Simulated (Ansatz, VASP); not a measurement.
# One calculation of CdTe, two programs

The input INCAR:

```
PREC = Accurate
ENCUT = 500
EDIFF = 1E-6
ISMEAR = -1
SIGMA = 0.05
LREAL = False
LASPH = True
NELM = 120
ALGO = Normal
ISIF = 2
LWAVE = False
LCHARG = False
GGA = PS
NBANDS = 16
GGA_COMPAT = False
```

The input KPOINTS:

```
Automatic mesh
0
Gamma
  6 6 6
```

The input POSCAR:

```
CdTe
1.0
    0.0000000000      3.2050000000      3.1729500000
    3.2050000000      0.0000000000      3.1729500000
    3.2050000000      3.2050000000      0.0000000000
Te Cd
1 1
Direct
    0.7500000000      0.7500000000      0.7500000000
    0.0000000000      0.0000000000      0.0000000000
```

Contents of input.yaml:

```yaml
crystal:
  lattice:
    - [0.0, 3.205, 3.17295]
    - [3.205, 0.0, 3.17295]
    - [3.205, 3.205, 0.0]
  atoms:
    - { symbol: Te, position: [0.75, 0.75, 0.75] }
    - { symbol: Cd, position: [0.0, 0.0, 0.0] }
hamiltonian:
  xc: pbesol
  pseudopotentials: { kind: paw }
kpoints:
  mp_grid: { grid: [6, 6, 6] }
scf:
  occupations: { method: fermi_dirac, width: 0.05 }
output:
  forces: true
  stress: true
  eigenvalues: true
  write_density: true
  write_potential: true
  elf: true
  volumetric_format: npy
```

Alike in both runs: task single point; functional PBEsol; k mesh 6 × 6 × 6; occupations fermi-dirac, width 0.05 eV; no spin polarisation.

```csv
,VASP,Ansatz
version,VASP 6.6.1,Ansatz 0.2.0
potentials or method,"VASP PAW PBE potentials, release 64 (Te, Cd)",Ansatz PAW
plane-wave cutoff (eV),500,420
valence electrons in the cell,18,36
```

```csv
,VASP,Ansatz,Ansatz less VASP
gap on the k mesh at the Fermi level (eV),0.77,0.76,-0.004
least direct gap on the mesh (eV),0.77,0.76,-0.004
pressure (GPa),2.4,2.2,-0.19
"traceless stress, the component that is largest in VASP (GPa)",0.10,0.10,0.000
```

VASP's potentials were made for PBE, not for PBEsol. VASP's potentials hold 18 valence electrons a cell and Ansatz's 36, so a difference there can come from the potentials and not from the codes.

Spin-orbit coupling is off throughout.
